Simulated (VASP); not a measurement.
A run of VASP 6.6.1 is set up as follows.

The input POSCAR:

```
PtS2
1.0
    3.6126921524      0.0000000000      0.0000000000
   -1.8063460762      3.1286831800      0.0000000000
    0.0000000000      0.0000000000      5.1376250896
Pt S
1 2
Direct
    0.0000000000      0.0000000000      0.0000000000
    0.6666666667      0.3333333333      0.7730000000
    0.3333333333      0.6666666667      0.2270000000
```

File INCAR.step1:

```
SYSTEM = PtS2
  ALGO = Normal
  EDIFF = 1E-4
  ENCUT = 520
  GGA = PE
  ISMEAR = -1
  LASPH = .True.
  LCHARG = .False.
  LREAL = .False.
  LWAVE = .True.
  NBANDS = 18
  NELM = 80
  PREC = Accurate
  SIGMA = 0.05
```

The input INCAR.step2:

```
SYSTEM = PtS2
  ALGO = Normal
  EDIFF = 1E-6
  ENCUT = 520
  ISIF = 2
  ISMEAR = -1
  ISTART = 1
  LASPH = .True.
  LCHARG = .False.
  LMIXTAU = .True.
  LREAL = .False.
  LWAVE = .False.
  METAGGA = R2SCAN
  NBANDS = 18
  NELM = 80
  PREC = Accurate
  SIGMA = 0.05
```

File KPOINTS:

```
k-points
0
Gamma
  9 9 5
  0 0 0
```

Potentials or basis: VASP PAW PBE potentials, release 64 (Pt, S).

Run with:

```console
$ cat potpaw_PBE.64/Pt/POTCAR potpaw_PBE.64/S/POTCAR > POTCAR
$ cp INCAR.step1 INCAR
$ mpirun -np 1 vasp_std > vasp.out
$ cp INCAR.step2 INCAR
$ mpirun -np 1 vasp_std > vasp.out
```

(1) What does it give for the pressure?

(2) Predict the largest force.

Results:

(1) 0.1 GPa.

(2) 0.373 eV/Å.

Caveat: the PAW data sets were made with another functional, which shifts forces and pressure a little.
